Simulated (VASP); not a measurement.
# AlNi3 (Pm-3m) in VASP: a series of runs

Aim: see how the results for AlNi3 move with the level of theory and the settings. Levels: PBE+U, PBEsol. Tasks: single point, density of states, elastic constants.

Everything below comes from runs of VASP 6.6.1. Logs are shortened: lines on timing, memory, paths and dates and some standing lists are left out, and cuts for length are marked.

## 1. The cell of the first run

The structure is cubic, space group Pm-3m (No. 221). Conventional cell: a = 3.523 Å, b = 3.523 Å, c = 3.523 Å, α = 90.00°, β = 90.00°, γ = 90.00°. Within 3.3 Å of Ni (site symmetry 4/mmm) lie 8 Ni at 2.49 Å and 4 Al at 2.49 Å. Al (site symmetry m-3m) has 12 Ni at 2.49 Å within 3.3 Å.

## 2. Single point, PBE+U, collinear spin, ferromagnetic start

INCAR

```
  PREC = Accurate
  ENCUT = 520
  EDIFF = 1E-6
  ISMEAR = -1
  SIGMA = 0.05
  LREAL = F
  LASPH = T
  NELM = 150
  ALGO = Normal
  ISIF = 2
  LWAVE = F
  LCHARG = T
  ISPIN = 2
  MAGMOM = 1 1 1 0
  LORBIT = 11
  LMAXMIX = 4
  LDAU = T
  LDAUTYPE = 2
  LDAUL = 2 -1
  LDAUU = 5 0
  LDAUJ = 0 0
  LDAUPRINT = 1
  GGA = PE
  LELF = T
  LVHAR = T
  NBANDS = 28
```

KPOINTS

```
Automatic mesh
0
Gamma
  6 6 6
```

POSCAR

```
AlNi3
1.0
    3.5230547267      0.0000000000      0.0000000000
    0.0000000000      3.5230547267      0.0000000000
    0.0000000000      0.0000000000      3.5230547267
Ni Al
3 1
Direct
    0.5000000000      0.5000000000      0.0000000000
    0.5000000000      0.0000000000      0.5000000000
    0.0000000000      0.5000000000      0.5000000000
    0.0000000000      0.0000000000      0.0000000000
```

Potentials or basis: VASP PAW PBE potentials, release 64 (Ni, Al).

Run with:

```console
> cat potpaw_PBE.64/Ni/POTCAR potpaw_PBE.64/Al/POTCAR > POTCAR
> mpirun -np 1 vasp_std > vasp.out
```

OUTCAR:

```text
PREC = Accurate
   ENCUT = 520
   EDIFF = 1E-6
   ISMEAR = -1
   LREAL = F
   LASPH = T
   NELM = 150
   ISIF = 2
   ISPIN = 2
   LORBIT = 11
   GGA = PE

 ion  position               nearest neighbor table
   1  0.500  0.500  0.000-   2 2.49   3 2.49   4 2.49   2 2.49   3 2.49   2 2.49   4 2.49   2 2.49
                             3 2.49   4 2.49   3 2.49   4 2.49
   2  0.500  0.000  0.500-   1 2.49   3 2.49   4 2.49   1 2.49   4 2.49   1 2.49   3 2.49   1 2.49
                             3 2.49   4 2.49   4 2.49   3 2.49
   3  0.000  0.500  0.500-   1 2.49   2 2.49   4 2.49   1 2.49   4 2.49   2 2.49   4 2.49   4 2.49
                             1 2.49   2 2.49   1 2.49   2 2.49
   4  0.000  0.000  0.000-   1 2.49   2 2.49   3 2.49   2 2.49   3 2.49   1 2.49   3 2.49   3 2.49
                             1 2.49   2 2.49   2 2.49   1 2.49

  LATTYP: Found a simple cubic cell.
 ALAT       =     3.5230547267

  Lattice vectors:

 A1 = (   3.5230547267,   0.0000000000,   0.0000000000)
 A2 = (   0.0000000000,   3.5230547267,   0.0000000000)
 A3 = (   0.0000000000,   0.0000000000,   3.5230547267)

Analysis of symmetry for initial positions (statically):
=====================================================================
 Subroutine PRICEL returns:
 Original cell was already a primitive cell.

 Routine SETGRP: Setting up the symmetry group for a
 simple cubic supercell.

 Subroutine GETGRP returns: Found 48 space group operations
 (whereof 48 operations were pure point group operations)
 out of a pool of 48 trial point group operations.

The static configuration has the point symmetry O_h .

Analysis of symmetry for dynamics (positions and initial velocities):
=====================================================================
 Subroutine PRICEL returns:
 Original cell was already a primitive cell.

 Routine SETGRP: Setting up the symmetry group for a
 simple cubic supercell.

 Subroutine GETGRP returns: Found 48 space group operations
 (whereof 48 operations were pure point group operations)
 out of a pool of 48 trial point group operations.

The dynamic configuration has the point symmetry O_h .

Analysis of structural, dynamic, and magnetic symmetry:
=====================================================================
 Subroutine PRICEL returns:
 Original cell was already a primitive cell.

 Routine SETGRP: Setting up the symmetry group for a
 simple cubic supercell.

 Subroutine GETGRP returns: Found 48 space group operations
 (whereof 48 operations were pure point group operations)
 out of a pool of 48 trial point group operations.

The overall configuration has the point symmetry O_h .

 Subroutine INISYM returns: Found 48 space group operations
 (whereof 48 operations are pure point group operations),
 and found     1 'primitive' translations

----------------------------------------------------------------------------------------

                                     Primitive cell

  volume of cell :      43.7279

  direct lattice vectors                    reciprocal lattice vectors
     3.523054727  0.000000000  0.000000000     0.283844583  0.000000000  0.000000000
     0.000000000  3.523054727  0.000000000     0.000000000  0.283844583  0.000000000
     0.000000000  0.000000000  3.523054727     0.000000000  0.000000000  0.283844583

  length of vectors
     3.523054727  3.523054727  3.523054727     0.283844583  0.283844583  0.283844583

  position of ions in fractional coordinates (direct lattice)
     0.500000000  0.500000000  0.000000000
[... 79 lines left out ...]
   EDIFFG = 0.1E-04   stopping-criterion for IOM
   NSW    =      0    number of steps for IOM
   IBRION =     -1    ionic relax: 0-MD 1-quasi-New 2-CG
   NFREE  =      0    steps in history (QN), initial steepest desc. (CG)
   ISIF   =      2    stress and relaxation
   ISYM   =      2    0-nonsym 1-usesym 2-fastsym
   POTIM  = 0.5000    time-step for ionic-motion
   TEBEG  =    0.0;   TEEND  =   0.0 temperature during run
   PSTRESS=    0.0 pullay stress
   NELECT =      33.0000    total number of electrons
   NUPDOWN=      -1.0000    fix difference up-down
   EMIN   =  10.00;   EMAX   =-10.00  energy-range for DOS
   EFERMI =   0.00;   METHOD = LEGACY
   ISMEAR =    -1;   SIGMA  =   0.05  broadening in eV -4-tet -1-fermi 0-gaus
   EFERMI_NEDOS =   21; number of points for ismear=-14 and -15
   IALGO  =     38    algorithm
   IMIX   =      4    mixing-type and parameters
     AMIX     =   0.40;   BMIX     =  1.00
     AMIX_MAG =   1.60;   BMIX_MAG =  1.00
  volume/ion in A,a.u.               =      10.93        73.77
  Fermi-wavevector in a.u.,A,eV,Ry     =   1.490482  2.816603 30.225843  2.221537
  Thomas-Fermi vector in A             =   2.603258
   LORBIT       =     11    0 simple, 1 ext, 2 COOP (PROOUT), +10 PAW based schemes
 LDA+U is selected, type is set to LDAUTYPE =  2
   angular momentum for each species LDAUL =     2   -1
   U (eV)           for each species LDAUU =   5.0  0.0
   J (eV)           for each species LDAUJ =   0.0  0.0
   GGA     = PE    functional components
   LHFCALC =     F    Hartree Fock is set to
   AEXX    =    0.0000 exact exchange contribution
   IVDW    =     0    specifies the selected vdW correction
   LEPSILON=     F    determine dielectric tensor
   LRPA    =     F    only Hartree local field effects (RPA)
 spin polarized calculation
  energy-cutoff  :      520.00
  volume of cell :       43.73
 maximum number of plane-waves:      1208
 NGX is ok and might be reduce to    28
   NGX = 13   NGY = 13   NGZ = 13

atom =   1  type =  1  l = 2

 onsite density matrix

spin component  1
[... 83 lines left out ...]
  o =  0.7137  v =  0.0000  0.0000  0.0000  0.0000  0.0000  0.0000 -0.0000 -0.0000  1.0000 -0.0000      0.0000  0.0000  0.0000  0.0000  0.0000  0.0000  0.0000  0.0000  0.0000  0.0000
  o =  0.7137  v =  0.0000  0.0000  0.0000  0.0000  0.0000  1.0000  0.0000  0.0000  0.0000  0.0000      0.0000  0.0000  0.0000  0.0000  0.0000  0.0000  0.0000  0.0000  0.0000  0.0000
  o =  0.8729  v =  0.0000  0.0000  0.0000  0.0000  0.0000  0.0000 -0.0000 -0.8660 -0.0000 -0.5000      0.0000  0.0000  0.0000  0.0000  0.0000  0.0000  0.0000  0.0000  0.0000  0.0000
  o =  0.8956  v =  0.0000  0.0000  0.8660 -0.0000  0.5000  0.0000  0.0000  0.0000  0.0000  0.0000      0.0000  0.0000  0.0000  0.0000  0.0000  0.0000  0.0000  0.0000  0.0000  0.0000
  o =  0.8981  v =  0.0000  0.0000  0.0000  1.0000  0.0000  0.0000  0.0000  0.0000  0.0000  0.0000      0.0000  0.0000  0.0000  0.0000  0.0000  0.0000  0.0000  0.0000  0.0000  0.0000
  o =  0.8981  v =  1.0000  0.0000  0.0000  0.0000  0.0000  0.0000  0.0000  0.0000  0.0000  0.0000      0.0000  0.0000  0.0000  0.0000  0.0000  0.0000  0.0000  0.0000  0.0000  0.0000
  o =  0.9028  v =  0.0000 -1.0000  0.0000  0.0000  0.0000  0.0000  0.0000  0.0000  0.0000  0.0000      0.0000  0.0000  0.0000  0.0000  0.0000  0.0000  0.0000  0.0000  0.0000  0.0000
  o =  0.9052  v =  0.0000  0.0000  0.0000  0.0000  0.0000  0.0000  1.0000  0.0000  0.0000 -0.0000      0.0000  0.0000  0.0000  0.0000  0.0000  0.0000  0.0000  0.0000  0.0000  0.0000
  o =  0.9277  v =  0.0000 -0.0000  0.5000  0.0000 -0.8660  0.0000  0.0000  0.0000  0.0000  0.0000      0.0000  0.0000  0.0000  0.0000  0.0000  0.0000  0.0000  0.0000  0.0000  0.0000
  o =  0.9306  v =  0.0000  0.0000  0.0000  0.0000  0.0000  0.0000 -0.0000  0.5000 -0.0000 -0.8660      0.0000  0.0000  0.0000  0.0000  0.0000  0.0000  0.0000  0.0000  0.0000  0.0000

 number of electron      32.9999980 magnetization       0.8389700

 Free energy of the ion-electron system (eV)
  ---------------------------------------------------
  ext. energy  EPLUGINS =         0.00000000
  ---------------------------------------------------
  free energy    TOTEN  =       -12.84260591 eV

  energy without entropy =      -12.82632516  energy(sigma->0) =      -12.83446554

 E-fermi :   9.4791     XC(G=0): -12.7829

 val. band max:        9.4716662778   @ k =   0.5000   0.5000   0.3333
 cond. band min:       9.5612043282   @ k =   0.3333   0.3333   0.1667
 fundamental gap:      0.0895380504
 Fermi energy:         9.4791007395

 spin component 1

 k-point     1 :       0.0000    0.0000    0.0000
  band No.  band energies     occupation
      1      -0.2426      1.00000
      2       4.1868      1.00000
      3       5.0344      1.00000
      4       5.0344      1.00000
      5       5.1164      1.00000
      6       5.1164      1.00000
[... 609 lines left out ...]
     27      30.0957      0.00000
     28      30.0957      0.00000
 Fermi energy:         9.4791007395

 spin component 2

 k-point     1 :       0.0000    0.0000    0.0000
  band No.  band energies     occupation
      1      -0.3704      1.00000
      2       4.2345      1.00000
      3       5.2705      1.00000
      4       5.2705      1.00000
      5       6.1180      1.00000
      6       6.1180      1.00000
[... 609 lines left out ...]
     27      29.9656      0.00000
     28      29.9656      0.00000

------------------------ aborting loop because EDIFF is reached ----------------------------------------

  FORCE on cell =-STRESS in cart. coord.  units (eV):
  Direction    XX          YY          ZZ          XY          YZ          ZX
  --------------------------------------------------------------------------------------
  -------------------------------------------------------------------------------------
  Total       -0.5827117     -0.5827117     -0.5827117      0.0000000     -0.0000000      0.0000000
  in kB      -21.3504053    -21.3504053    -21.3504053      0.0000000     -0.0000000      0.0000000
  external PRESSURE =     -21.3504053 kB  Pullay stress =       0.0000000 kB

 VOLUME and BASIS-vectors are now :
 -----------------------------------------------------------------------------
  energy-cutoff  :      520.00
  volume of cell :       43.73
      direct lattice vectors                 reciprocal lattice vectors
     3.523054727  0.000000000  0.000000000     0.283844583  0.000000000  0.000000000
     0.000000000  3.523054727  0.000000000     0.000000000  0.283844583  0.000000000
     0.000000000  0.000000000  3.523054727     0.000000000  0.000000000  0.283844583

 POSITION                                       TOTAL-FORCE (eV/Angst)
 -----------------------------------------------------------------------------------
      1.76153      1.76153      0.00000         0.000000      0.000000      0.000000
      1.76153      0.00000      1.76153         0.000000      0.000000      0.000000
      0.00000      1.76153      1.76153         0.000000      0.000000      0.000000
      0.00000      0.00000      0.00000         0.000000      0.000000      0.000000
 -----------------------------------------------------------------------------------
    total drift:                                0.000000      0.000000      0.000000

  FREE ENERGIE OF THE ION-ELECTRON SYSTEM (eV)
  ---------------------------------------------------
  free  energy   TOTEN  =       -12.8426059080 eV

  energy  without entropy=      -12.8263251638  energy(sigma->0) =      -12.83446554

 total charge

# of ion       s       p       d       tot
------------------------------------------
    1        0.484   0.491   8.625   9.600
    2        0.484   0.491   8.625   9.600
    3        0.484   0.491   8.625   9.600
    4        0.420   0.376   0.000   0.796
--------------------------------------------------
tot          1.872   1.850  25.875  29.597

 magnetization (x)

# of ion       s       p       d       tot
------------------------------------------
    1       -0.013  -0.037   0.387   0.337
    2       -0.013  -0.037   0.387   0.337
    3       -0.013  -0.037   0.387   0.337
    4       -0.005  -0.021   0.000  -0.026
--------------------------------------------------
tot         -0.045  -0.132   1.161   0.985
```

Wall time 45 s (1 thread of Intel Xeon 6975P-C, shared host); peak memory 0.19 GiB.

Results:

- Free energy: -12.8426 eV
- Pressure: -2.1 GPa
- Net moment: 0.84 μB per cell
- Site moments: Ni +0.34; Al -0.03 μB
- Valence electrons inside the program's atomic spheres: Ni 9.60; Al 0.80

Levels at points of the mesh, in eV from the Fermi level:
Spin up:
```tsv
k point	band 14	band 15	band 16	band 17	band 18	band 19	band 20	band 21
(0.00, 0.00, 0.00)	-1.01	-1.01	-1.01	1.35	1.35	1.35	6.62	6.62
(0.50, 0.00, 0.00)	-2.10	-1.88	-1.47	-1.01	5.61	5.61	6.02	6.02
(0.50, 0.50, 0.00)	-1.95	-1.83	-1.57	-1.07	0.33	0.33	8.09	8.50
(0.50, 0.50, 0.50)	-1.67	-1.67	-1.12	-1.12	-1.12	0.47	3.19	4.10
```
Spin down:
```
           k point  band 13  band 14  band 15  band 16  band 17  band 18  band 19  band 20
(0.00, 0.00, 0.00)    -0.60     0.59     0.59     0.59     1.20     1.20     1.20     6.72
(0.50, 0.00, 0.00)    -1.60    -1.16    -1.07    -1.07     0.59     5.72     5.72     6.15
(0.50, 0.50, 0.00)    -1.56    -1.56    -1.56    -0.94    -0.41     1.16     1.16     8.04
(0.50, 0.50, 0.50)    -1.81    -1.71    -1.71     0.10     0.10     0.10     0.34     3.26
```

Eigenvalues of the final occupation matrices:
| site | spin | trace | eigenvalues |
| --- | --- | --- | --- |
| site 1 d | 1 | 4.52 | 0.90 0.90 0.90 0.90 0.93 |
| site 1 d | 2 | 4.14 | 0.71 0.71 0.87 0.91 0.93 |
| site 2 d | 1 | 4.52 | 0.90 0.90 0.90 0.90 0.93 |
| site 2 d | 2 | 4.14 | 0.71 0.71 0.87 0.91 0.93 |
| site 3 d | 1 | 4.52 | 0.90 0.90 0.90 0.90 0.93 |
| site 3 d | 2 | 4.14 | 0.71 0.71 0.87 0.91 0.93 |

Caveat: the U is typed as a test and isn't derived for this compound.

## 3. Density of states, PBE+U, collinear spin, ferromagnetic start

POSCAR is that of step 2.

INCAR.step1

```
SYSTEM = AlNi3
PREC     = Accurate       ! precision mode
ENCUT    = 520            ! plane-wave cutoff, eV
EDIFF    = 1E-7           ! SCF threshold, eV
ISMEAR   = -1             ! smearing method
SIGMA    = 0.05           ! smearing width, eV
LREAL    = .FALSE.        ! projectors in reciprocal space
LASPH    = .TRUE.         ! aspherical terms in the spheres
NELM     = 150            ! most SCF steps
ALGO     = Normal         ! electronic algorithm
ISIF     = 2              ! what is computed and relaxed
LWAVE    = .FALSE.        ! write WAVECAR
LCHARG   = .TRUE.         ! write CHGCAR
ISPIN    = 2              ! spin polarisation
MAGMOM   = 1 1 1 0        ! initial moments
LMAXMIX  = 4              ! l up to which the mixer works
LDAU     = .TRUE.         ! DFT+U
LDAUTYPE = 2            
LDAUL    = 2 -1           ! shell
LDAUU    = 8 0            ! U, eV
LDAUJ    = 0 0          
LDAUPRINT= 1            
GGA      = PE             ! functional
NBANDS   = 28             ! bands
```

KPOINTS.step1

```
regular mesh
0
G
  6 6 6
  0 0 0
```

INCAR.step2

```
SYSTEM = AlNi3
PREC     = Accurate       ! precision mode
ENCUT    = 520            ! plane-wave cutoff, eV
EDIFF    = 1E-7           ! SCF threshold, eV
ISMEAR   = -5             ! smearing method
SIGMA    = 0.05           ! smearing width, eV
LREAL    = .FALSE.        ! projectors in reciprocal space
LASPH    = .TRUE.         ! aspherical terms in the spheres
NELM     = 150            ! most SCF steps
ALGO     = Normal         ! electronic algorithm
ISIF     = 2              ! what is computed and relaxed
LWAVE    = .FALSE.        ! write WAVECAR
LCHARG   = .FALSE.        ! write CHGCAR
ISPIN    = 2              ! spin polarisation
MAGMOM   = 1 1 1 0        ! initial moments
LORBIT   = 11             ! projections on sites
LMAXMIX  = 4              ! l up to which the mixer works
LDAU     = .TRUE.         ! DFT+U
LDAUTYPE = 2            
LDAUL    = 2 -1           ! shell
LDAUU    = 8 0            ! U, eV
LDAUJ    = 0 0          
LDAUPRINT= 1            
GGA      = PE             ! functional
NBANDS   = 28             ! bands
NEDOS    = 2001           ! points of the DOS
ICHARG   = 11             ! starting density
```

KPOINTS.step2

```
regular mesh
0
G
  9 9 9
  0 0 0
```

Potentials or basis: VASP PAW PBE potentials, release 64 (Ni, Al).

Run with:

```console
> cat potpaw_PBE.64/Ni/POTCAR potpaw_PBE.64/Al/POTCAR > POTCAR
> cp INCAR.step1 INCAR
> cp KPOINTS.step1 KPOINTS
> mpirun -np 1 vasp_std > vasp.out
> cp INCAR.step2 INCAR
> cp KPOINTS.step2 KPOINTS
> mpirun -np 1 vasp_std > vasp.out
```

Run time: 3.5 min. Hardware: 1 thread of Intel Xeon 6975P-C, shared host; peak memory 0.2 GiB.

Results (log left out):

```
Net moment                                            : 1.51 μB per cell
Site moments                                          : Ni +0.55; Al -0.03 μB
Valence electrons inside the program's atomic spheres : Ni 9.68; Al 0.80
```

Levels at points of the mesh, in eV from the Fermi level:
Spin up:
| k point | band 15 | band 16 | band 17 | band 18 | band 19 | band 20 |
| --- | --- | --- | --- | --- | --- | --- |
| (0.00, 0.00, 0.00) | -2.61 | -2.36 | 1.43 | 1.43 | 1.43 | 6.06 |
Spin down:
```
           k point  band 13  band 14  band 15  band 16  band 17  band 18  band 19  band 20
(0.00, 0.00, 0.00)    -1.59     1.07     1.07     1.07     1.21     1.21     1.21     6.28
```

Eigenvalues of the final occupation matrices:
```csv
site,spin,trace,eigenvalues
site 1 d,1,4.71,0.92 0.94 0.95 0.95 0.95
site 1 d,2,4.05,0.63 0.63 0.91 0.93 0.95
site 2 d,1,4.71,0.92 0.94 0.95 0.95 0.95
site 2 d,2,4.05,0.63 0.63 0.91 0.93 0.95
site 3 d,1,4.71,0.92 0.94 0.95 0.95 0.95
site 3 d,2,4.05,0.63 0.63 0.91 0.93 0.95
```

Caveat: the U is typed as a test and isn't derived for this compound; tetrahedron occupations give inexact forces and stress in metals. The state reached can hang on the start; a lower one may exist.

## 4. Elastic constants, PBEsol, collinear spin, ferromagnetic start

INCAR

```
ALGO = Normal ; EDIFF = 1E-8
ENCUT = 600 ; GGA = PS
IBRION = 6 ; ISIF = 3
ISMEAR = -1 ; ISPIN = 2
LASPH = T ; LCHARG = F
LMAXMIX = 4 ; LORBIT = 11
LREAL = F ; LWAVE = F
MAGMOM = 1 1 1 0 ; NELM = 150
NFREE = 2 ; NSW = 1
POTIM = 0.015 ; PREC = Accurate
SIGMA = 0.05
```

KPOINTS

```
k-points
0
Gamma
  6 6 6
```

POSCAR is that of step 3.

Run with:

```console
> cat potpaw_PBE.64/Ni/POTCAR potpaw_PBE.64/Al/POTCAR > POTCAR
> mpirun -np 1 vasp_std > vasp.out
```

Run time: 26 min. Hardware: 1 thread of Intel Xeon 6975P-C, shared host; peak memory 0.39 GiB.

The run converged. Its results:

```
Net moment                                              : 0.66 μB per cell
Site moments                                            : Ni +0.23; Al -0.01 μB
Valence electrons inside the program's atomic spheres   : Ni 9.46; Al 0.81
Elastic constants C11, C12, C44                         : 262, 168, 143 GPa
Voigt bulk modulus                                      : 199 GPa
Highest phonon frequency at Γ, LO-TO splitting left out : 342 cm⁻¹
```

Phonon frequencies in cm⁻¹ (negative: imaginary):
| q point | frequencies |
| --- | --- |
| (0.000, 0.000, 0.000) | 0 0 0 210 210 210 231 231 231 342 342 342 |

Elastic tensor in Voigt notation (GPa, in the Cartesian axes of the cell as first typed):
```
262 168 168   0   0   0
168 262 168   0   0   0
168 168 262   0   0   0
  0   0   0 143   0   0
  0   0   0   0 143   0
  0   0   0   0   0 143
```

Clamped-ion elastic tensor (GPa):
```
262 168 168   0   0   0
168 262 168   0   0   0
168 168 262   0   0   0
  0   0   0 143   0   0
  0   0   0   0 143   0
  0   0   0   0   0 143
```

Caveat: the PAW data sets were made with another functional, which shifts forces and pressure a little.

## 5. The runs side by side

| task | level | U | cutoff (eV) | k mesh for the DOS | occupations for the DOS | ions in elastic constants | moment (μB) |
| --- | --- | --- | --- | --- | --- | --- | --- |
| single point | PBE+U | Ni d U = 5.0 eV | 520 | - | - | - | 0.84 |
| density of states | PBE+U | Ni d U = 8.0 eV | 520 | 9 × 9 × 9 | tetrahedron | - | 1.51 |
| elastic constants | PBEsol | - | 600 | - | - | relaxed | 0.66 |

Alike in all rows: potentials or basis VASP PAW PBE potentials, release 64 (Ni, Al); spin collinear, ferromagnetic start; cell as given; k mesh 6 × 6 × 6; smearing fermi-dirac 0.05 eV.

Caveats: the U is typed as a test and isn't derived for this compound (some runs); tetrahedron occupations give inexact forces and stress in metals (some runs); the PAW data sets were made with another functional, which shifts forces and pressure a little (some runs).

Total energies depend on the potentials used, so only differences within one code and one set of settings carry meaning.
